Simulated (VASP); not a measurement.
# Au in VASP: a series of runs, part 2 of 2

VASP 6.6.1. Earlier steps stand in the parts before.

## Step 5: Single point, PBE (strain -0.050 along x and y, +0.000 along z)

Contents of INCAR:

```
SYSTEM = Au
  PREC = Accurate
  ENCUT = 520
  EDIFF = 1E-6
  ISMEAR = 0
  SIGMA = 0.15
  LREAL = .FALSE.
  LASPH = .TRUE.
  NELM = 100
  ALGO = Normal
  ISIF = 2
  LWAVE = .FALSE.
  LCHARG = .FALSE.
  GGA = PE
  NBANDS = 12
```

Contents of KPOINTS:

```
regular mesh
0
G
  20 20 20
  0 0 0
```

Contents of POSCAR:

```
Au
1.0
    0.0000000000      1.9432250000      2.0455000000
    1.9432250000      0.0000000000      2.0455000000
    1.9432250000      1.9432250000      0.0000000000
Au
1
Direct
    0.0000000000      0.0000000000      0.0000000000
```

Potentials or basis: VASP PAW PBE potentials, release 64 (Au).

The run is started by

```
cat potpaw_PBE.64/Au/POTCAR > POTCAR
mpirun -np 1 vasp_std > vasp.out
```

OUTCAR:

```text
SYSTEM = Au
   PREC = Accurate
   ENCUT = 520
   EDIFF = 1E-6
   ISMEAR = 0
   LREAL = .FALSE.
   LASPH = .TRUE.
   NELM = 100
   ISIF = 2
   GGA = PE

 ion  position               nearest neighbor table
   1  0.000  0.000  0.000-

  LATTYP: Found a body centered tetragonal cell.
 ALAT       =     2.7481351497
 C/A-ratio  =     1.4886458551

  Lattice vectors:

 A1 = (  -1.9432250000,   0.0000000000,   2.0455000000)
 A2 = (   1.9432250000,   0.0000000000,   2.0455000000)
 A3 = (   0.0000000000,   1.9432250000,  -2.0455000000)

Analysis of symmetry for initial positions (statically):
=====================================================================
 Subroutine PRICEL returns:
 Original cell was already a primitive cell.

 Routine SETGRP: Setting up the symmetry group for a
 body centered tetragonal supercell.

 Subroutine GETGRP returns: Found 16 space group operations
 (whereof 16 operations were pure point group operations)
 out of a pool of 16 trial point group operations.

The static configuration has the point symmetry D_4h.

Analysis of symmetry for dynamics (positions and initial velocities):
[... 169 lines left out ...]
      3       6.1361      2.00000
      4       6.1361      2.00000
      5       7.4232      2.00000
      6       8.0332      2.00000
      7      25.5812      0.00000
      8      29.3847      0.00000
      9      30.4829      0.00000
     10      30.4829      0.00000
     11      35.3972      0.00000
     12      40.7989      0.00000
[... 331 lines left out ...]
 k-point    24 :      -0.3500    0.0500    0.0000
  band No.  band energies     occupation
      1       2.9808      2.00000
      2       5.7697      2.00000
      3       6.3280      2.00000
      4       7.1415      2.00000
      5       8.4617      2.00000
      6       9.2017      2.00000
      7      18.3529      0.00000
      8      25.5964      0.00000
      9      29.1495      0.00000
     10      31.4600      0.00000
     11      35.0447      0.00000
     12      36.8427      0.00000

 [... further k-points ...]

------------------------ aborting loop because EDIFF is reached ----------------------------------------

  FORCE on cell =-STRESS in cart. coord.  units (eV):
  Direction    XX          YY          ZZ          XY          YZ          ZX
  --------------------------------------------------------------------------------------
  -------------------------------------------------------------------------------------
  Total        3.2405129      3.2405129      2.9492505      0.0000000     -0.0000000      0.0000000
  in kB      336.0846519    336.0846519    305.8768312      0.0000000     -0.0000000      0.0000000
  external PRESSURE =     326.0153784 kB  Pullay stress =       0.0000000 kB

 VOLUME and BASIS-vectors are now :
 -----------------------------------------------------------------------------
  energy-cutoff  :      520.00
  volume of cell :       15.45
      direct lattice vectors                 reciprocal lattice vectors
     0.000000000  1.943225000  2.045500000    -0.257304224  0.257304224  0.244439012
     1.943225000  0.000000000  2.045500000     0.257304224 -0.257304224  0.244439012
     1.943225000  1.943225000  0.000000000     0.257304224  0.257304224 -0.244439012

 POSITION                                       TOTAL-FORCE (eV/Angst)
 -----------------------------------------------------------------------------------
      0.00000      0.00000      0.00000        -0.000000      0.000000      0.000000
 -----------------------------------------------------------------------------------
    total drift:                               -0.000000     -0.000000     -0.000000

  FREE ENERGIE OF THE ION-ELECTRON SYSTEM (eV)
  ---------------------------------------------------
  free  energy   TOTEN  =        -3.0024790664 eV

  energy  without entropy=       -2.9995039978  energy(sigma->0) =       -3.00099153
```

OSZICAR:

```text
N       E                     dE             d eps       ncg     rms          rms(c)
DAV:   1     0.507267951134E+02    0.50727E+02   -0.56464E+03 15896   0.826E+02
DAV:   2    -0.256872019131E+01   -0.53296E+02   -0.50321E+02 18180   0.193E+02
DAV:   3    -0.326702392967E+01   -0.69830E+00   -0.69753E+00 18500   0.212E+01
DAV:   4    -0.326923508774E+01   -0.22112E-02   -0.22111E-02 18412   0.137E+00
DAV:   5    -0.326924963217E+01   -0.14544E-04   -0.14544E-04 18980   0.105E-01    0.128E+01
DAV:   6    -0.303252082005E+01    0.23673E+00   -0.53324E-01 16904   0.615E+00    0.780E+00
DAV:   7    -0.300540271770E+01    0.27118E-01   -0.94874E-02 18232   0.259E+00    0.290E+00
DAV:   8    -0.300248794864E+01    0.29148E-02   -0.45282E-03 17108   0.597E-01    0.288E-01
DAV:   9    -0.300247427596E+01    0.13673E-04   -0.19424E-05 18772   0.408E-02    0.148E-02
DAV:  10    -0.300247899203E+01   -0.47161E-05   -0.19055E-06 18700   0.121E-02    0.218E-03
DAV:  11    -0.300247906636E+01   -0.74328E-07   -0.46308E-08 10084   0.175E-03
   1 F= -.30024791E+01 E0= -.30009915E+01  d E =-.297507E-02
```

stdout:

```text
POSCAR found type information on POSCAR Au
 POSCAR found :  1 types and       1 ions
 scaLAPACK will be used
 LDA part: xc-table for (Slater+PW92), standard interpolation
 POSCAR, INCAR and KPOINTS ok, starting setup
 FFT: planning ... GRIDC
 FFT: planning ... GRID_SOFT
 FFT: planning ... GRID
 WAVECAR not read
 entering main loop
```

Run time: 1.7 min. Hardware: 1 thread of AMD EPYC 7R43 (Zen 3), shared host; peak memory 0.2 GiB.

Results:

```yaml
Free_energy: -3.0025 eV
Pressure: 32.6 GPa
```

Stress tensor (GPa, compression positive):
```
33.61  0.00  0.00
 0.00 33.61  0.00
 0.00  0.00 30.59
```

Caveat: the cell differs from its parent crystal (strain -0.050 along x and y, +0.000 along z); spin-orbit coupling is left out, which moves the levels of the heavy elements.

## Step 6: Single point, PBE (strain +0.000 along x and y, +0.050 along z)

Contents of INCAR:

```
PREC = Accurate
ENCUT = 520
EDIFF = 1E-7
ISMEAR = 0
SIGMA = 0.15
LREAL = False
LASPH = True
NELM = 80
ALGO = Normal
ISIF = 2
LWAVE = False
LCHARG = False
GGA = PE
NBANDS = 12
```

Contents of KPOINTS:

```
Automatic mesh
0
Gamma
  20 20 20
```

Contents of POSCAR:

```
Au
1.0
    0.0000000000      2.0455000000      2.1477750000
    2.0455000000      0.0000000000      2.1477750000
    2.0455000000      2.0455000000      0.0000000000
Au
1
Direct
    0.0000000000      0.0000000000      0.0000000000
```

Potentials or basis: VASP PAW PBE potentials, release 64 (Au).

The run is started by

```
cat potpaw_PBE.64/Au/POTCAR > POTCAR
mpirun -np 1 vasp_std > vasp.out
```

Run time: 2 min. Hardware: 1 thread of AMD EPYC 7R43 (Zen 3), shared host; peak memory 0.22 GiB.

It converged, with:

| Property | Result |
| --- | --- |
| Free energy | -3.2205 eV |
| Pressure | -0.1 GPa |

Stress tensor (GPa, compression positive):
```
 0.37  0.00  0.00
 0.00  0.37  0.00
 0.00  0.00 -1.16
```

Levels at points of the mesh, in eV from the Fermi level:
```csv
k point,band 3,band 4,band 5,band 6,band 7,band 8,band 9,band 10
"(0.00, 0.00, 0.00)",-4.28,-4.28,-3.28,-2.83,14.61,17.80,18.50,18.50
"(0.50, 0.00, 0.00)",-4.27,-2.04,-1.87,-0.71,2.80,13.86,16.37,17.28
"(0.50, 0.50, 0.00)",-1.97,-1.69,-1.69,0.66,4.64,10.42,10.42,17.14
"(0.50, 0.00, 0.50)",-2.02,-1.82,-1.49,1.44,5.72,9.57,9.61,16.43
```

Caveat: the cell differs from its parent crystal (strain +0.000 along x and y, +0.050 along z); spin-orbit coupling is left out, which moves the levels of the heavy elements.

## Step 7: The runs side by side

| cell | gap on the mesh (eV) | pressure (GPa) |
| --- | --- | --- |
| a = 2.748 Å, angles 60.0°, 1 atom | none | 50.6 |
| a = 3.037 Å, angles 60.0°, 1 atom | none | -10.3 |
| a = 2.785, b = 2.785, c = 2.748 Å, angles 60.4, 60.4, 59.1°, 1 atom | none | 40.9 |
| a = 2.821, b = 2.821, c = 2.748 Å, angles 60.9, 60.9, 58.3°, 1 atom | none | 32.6 |
| a = 2.966, b = 2.966, c = 2.893 Å, angles 60.8, 60.8, 58.4°, 1 atom | none | -0.1 |

Alike in all rows: task single point; level PBE; potentials or basis VASP PAW PBE potentials, release 64 (Au); no spin polarisation; k mesh 20 × 20 × 20; cutoff (eV) 520; smearing gaussian 0.15 eV.

Caveats: spin-orbit coupling is left out, which moves the levels of the heavy elements.

Total energies depend on the potentials used, so only differences within one code and one set of settings carry meaning.
